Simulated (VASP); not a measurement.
## As: single point with LDA

The system is As.

```xyz
4
Lattice="1.7877 -5.3877 0.0000 1.7877 5.3877 0.0000 0.0000 0.0000 4.3787" Properties=species:S:1:pos:R:3 pbc="T T T"
As    1.7877    1.1853    2.4521
As    1.7877   -4.2024    4.1160
As    1.7877   -1.1853    1.9266
As    1.7877    4.2024    0.2627
```

- Program: VASP 6.6.1
- Task: single point
- Functional: LDA
- Potentials or basis: VASP PAW LDA potentials, release 64 (As)
- Cutoff: 520 eV
- k mesh: 8 × 8 × 6
- Occupations: fermi-dirac, width 0.05 eV
- Spin: no spin polarisation

The pressure is 3.4 GPa, the largest force is 0.493 eV/Å and the band gap on the k mesh is zero (bands 10 and 11 overlap by 0.11 eV).

Forces in eV/Å, atoms in the order of the input:
```
As   0.000  0.446 -0.209
As   0.000  0.446  0.209
As   0.000 -0.446  0.209
As   0.000 -0.446 -0.209
```

Stress tensor (GPa, compression positive):
```
4.52 0.00 0.00
0.00 3.55 0.00
0.00 0.00 2.07
```

Levels at points of the mesh, in eV from the Fermi level:
```tsv
k point	band 6	band 7	band 8	band 9	band 10	band 11	band 12	band 13	band 14	band 15
(0.00, 0.00, 0.00)	-4.62	-3.21	-2.40	-1.96	-1.11	1.95	1.97	2.53	3.57	5.12
(0.50, 0.00, 0.00)	-4.03	-2.61	-2.61	-2.49	-2.49	0.78	0.78	1.02	1.02	3.36
(0.50, 0.50, 0.00)	-4.72	-3.60	-1.77	-1.30	-0.45	0.24	1.83	2.51	3.17	5.08
(0.00, 0.00, 0.50)	-4.64	-2.08	-2.08	-0.58	-0.58	1.15	1.15	2.11	2.11	5.32
(0.50, 0.00, 0.50)	-5.76	-4.96	-4.96	-1.90	-1.90	1.95	1.95	4.86	4.86	6.72
(0.50, 0.50, 0.50)	-2.21	-1.91	-1.91	-1.13	-1.13	1.45	1.45	2.00	2.00	2.70
```

Wall time 4 min on 1 thread of Intel Xeon 8259CL, on a shared host, peak memory 0.25 GiB.

Caveat: the cell stands under pressure.
